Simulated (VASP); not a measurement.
Ta2C:

```
CELL_PARAMETERS angstrom
3.10590 0.00000 0.00000
-1.55295 2.68979 0.00000
0.00000 0.00000 4.94640
ATOMIC_POSITIONS crystal
Ta 0.33333 0.66667 0.25201
Ta 0.66667 0.33333 0.74799
C 0.00000 0.00000 0.00000
```

Base run:

```yaml
Program: VASP 6.6.1
Functional: r2SCAN
Potentials_or_basis: VASP PAW PBE potentials, release 64 (Ta_pv, C)
Cutoff: 520 eV
k_mesh: 12 × 12 × 6
Occupations: gaussian, width 0.1 eV
Spin: no spin polarisation
```

Its results: band gap on the k mesh zero (band 13 reaches 7.10 eV, above the bottom of band 14 at 6.35 eV); pressure 1.9 GPa; largest force 0.246 eV/Å.

**Question.** The run is repeated on the same cell with these changes: k mesh from 12 × 12 × 6 to 3 × 3 × 1. What comes out?

**Answer.** Band gap on the k mesh zero (filled and empty bands touch); pressure 0.1 GPa; largest force 0.936 eV/Å.

Caveats: some runs use coarse meshes; the PAW data sets were made with another functional, which shifts forces and pressure a little; spin-orbit coupling is left out, which moves the levels of the heavy elements.
